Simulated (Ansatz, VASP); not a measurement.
One calculation of LuB2Os2, two programs

File INCAR:

```
SYSTEM = LuB2Os2
ALGO = Normal
EDIFF = 1E-7
ENCUT = 520
GGA = PE
ISIF = 2
ISMEAR = -1
LASPH = .TRUE.
LCHARG = .TRUE.
LELF = .TRUE.
LREAL = .FALSE.
LVHAR = .TRUE.
LWAVE = .FALSE.
NBANDS = 32
NELM = 80
PREC = Accurate
SIGMA = 0.1
```

Contents of KPOINTS:

```
k-points
0
G
  10 10 10
  0 0 0
```

File POSCAR:

```
LuB2Os2
1.0
    0.0000000000      3.7775430000      0.0000000000
    3.7775430000      0.0000000000      0.0000000000
    1.8887720000      1.8887720000     -4.3891460000
B Lu Os
2 1 2
Direct
    0.7500000000      0.2500000000      0.5000000000
    0.2500000000      0.7500000000      0.5000000000
    0.0000000000      0.0000000000      0.0000000000
    0.3750000000      0.3750000000      0.2500000000
    0.6250000000      0.6250000000      0.7500000000
```

Input for Ansatz:

```yaml
crystal:
  lattice:
    - [0.0, 3.777543, 0.0]
    - [3.777543, 0.0, 0.0]
    - [1.888772, 1.888772, -4.389146]
  atoms:
    - { symbol: B, position: [0.75, 0.25, 0.5] }
    - { symbol: B, position: [0.25, 0.75, 0.5] }
    - { symbol: Lu, position: [0.0, 0.0, 0.0] }
    - { symbol: Os, position: [0.375, 0.375, 0.25] }
    - { symbol: Os, position: [0.625, 0.625, 0.75] }
  symmetry: { tolerance: 0.0003 }
kpoints:
  mp_grid: { grid: [10, 10, 10], shift: [0, 0, 0] }
  band_path:
    path:
      - [0.0, 0.0, 0.0]
      - [0.5, 0.5, 0.5]
      - [0.5, 0.5, 0.25]
      - [0.0, 0.5, 0.0]
      - [0.0, 0.0, 0.0]
      - [0.0, 0.0, -0.5]
      - [0.0, 0.407409, -0.2962955]
      - [0.0, 0.592591, 0.2962955]
      - [0.0, 0.0, 0.0]
      - [0.5, 0.5, 0.5]
      - [0.407409, 0.592591, 0.5]
    npoints: 6
magnetization:
  spin_polarized: false
scf:
  occupations: { method: fermi_dirac }
  lower_state_search: "off"
  max_iter: 200
hamiltonian:
  pseudopotentials: { kind: paw }
  xc: pbe
basis:
  ecutwfc: 420
  fft_grid_basis: typed
output:
  forces: true
  stress: true
  eigenvalues: true
  bader: true
  populations: true
  elf: true
  write_potential: true
  volumetric_format: npy
  dos:
    e_range: [-12, 8]
    de: 0.05
    projected: { site_lists: { B: [B], Lu: [Lu], Os: [Os] } }
checkpoint:
  read: saved_state
```

Alike in both runs: task single point; functional PBE; k mesh 10 × 10 × 10; no spin polarisation.

```csv
,VASP,Ansatz
version,VASP 6.6.1,Ansatz 0.2.0
potentials or method,"VASP PAW PBE potentials, release 64 (B, Lu, Os), cutoff 520 eV",PAW plane waves
occupations,"fermi-dirac, width 0.1 eV",fermi-dirac
valence electrons in the cell,47,63
```

Ansatz gave:

```
pressure (GPa)                                                : 26.6
traceless stress, the component that is largest in VASP (GPa) : 7.01
rms of the force components (eV/Å)                            : 2.252
```

Question: Estimate VASP's values.

Answer: Pressure (GPa): 27.2; traceless stress, the component that is largest in VASP (GPa): 5.55; rms of the force components (eV/Å): 2.119.

Atom by atom the forces differ by 0.132 eV/Å (rms over components). VASP's potentials hold 47 valence electrons a cell and Ansatz's 63, so a difference there can come from the potentials and not from the codes.

Neither program's run includes spin-orbit coupling.
